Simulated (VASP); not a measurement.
Write the native input for VASP 6.6.1 that does the following.

| Property | Result |
| --- | --- |
| Task | single point |
| Functional | PBE |
| Dispersion | D3(BJ) |
| Potentials or basis | VASP PAW PBE potentials, release 64 (In_d, O) |
| Cutoff | 520 eV |
| k mesh | 12 × 12 × 2 |
| Occupations | gaussian, width 0.05 eV |
| Spin | no spin polarisation |
| Dipole correction | no |
| Further INCAR settings | ALGO = Normal; EDIFF = 1e-07; NBANDS = 27 |

The structure of InO lies in POSCAR:

```
InO
1.0
    3.2582940281      0.0000000000      0.0000000000
   -1.6291470140      2.8217654013      0.0000000000
    0.0000000000      0.0000000000     15.4557216763
In O
2 2
Direct
    0.6666666667      0.3333333333      0.5895266171
    0.6666666667      0.3333333333      0.4104733829
    0.0000000000      0.0000000000      0.6398766429
    0.0000000000      0.0000000000      0.3601233571
```

This cell differs from its parent crystal: strain -0.050 along x and y, -0.025 along z.

The input as run:

INCAR

```
  PREC = Accurate
  ENCUT = 520
  EDIFF = 1E-7
  ISMEAR = 0
  SIGMA = 0.05
  LREAL = F
  LASPH = T
  NELM = 80
  ALGO = Normal
  ISIF = 2
  LWAVE = F
  LCHARG = F
  GGA = PE
  IVDW = 12
  NBANDS = 27
```

KPOINTS

```
regular mesh
0
Gamma
  12 12 2
```

Potentials or basis: VASP PAW PBE potentials, release 64 (In_d, O).

Command:

```sh
$ cat potpaw_PBE.64/In_d/POTCAR potpaw_PBE.64/O/POTCAR > POTCAR
$ mpirun -np 1 vasp_std > vasp.out
```

Results of the run:

- Largest force: 1.479 eV/Å
- Band gap on the k mesh: 0.48 eV, indirect (least direct gap 1.64 eV)
- Dispersion energy per atom: -0.162 eV

Caveat: the cell differs from its parent crystal (strain -0.050 along x and y, -0.025 along z); spin-orbit coupling is left out, which moves the levels of the heavy elements.

It took 3.6 min on 1 thread of Intel Xeon 6975P-C (shared host), peak memory 0.33 GiB.
